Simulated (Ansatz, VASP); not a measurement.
## RbBr in VASP and in Ansatz

```
Rb Br
1.0
     6.08192    0.00000    0.00000
     0.00000    6.33039    0.00000
     0.00000    0.00000   23.80000
Rb Br
1 1
Direct
  0.00000 0.00000 0.29412
  0.00000 0.50000 0.29412
```

Alike in both runs: functional PBE; k mesh 4 × 4 × 1; occupations gaussian, width 0.1 eV; no spin polarisation.

Ansatz relaxed the structure, and its values are those at the end. VASP's run is a single point on that final structure, the one shown.

|  | VASP | Ansatz |
| --- | --- | --- |
| version | VASP 6.6.1 | Ansatz 0.2.0 |
| potentials or method | VASP PAW PBE potentials, release 64 (Rb_sv, Br), cutoff 520 eV | scalar-relativistic, plane waves, PAW |
| valence electrons in the cell | 16 | 16 |

|  | VASP | Ansatz | Ansatz less VASP |
| --- | --- | --- | --- |
| gap on the k mesh at the Fermi level (eV) | 3.60 | 3.60 | +0.001 |
| least direct gap on the mesh (eV) | 3.60 | 3.60 | +0.001 |

With one functional, cell and mesh, what is left measures potentials, basis and numerics. Ansatz's warnings: slab cell height set.
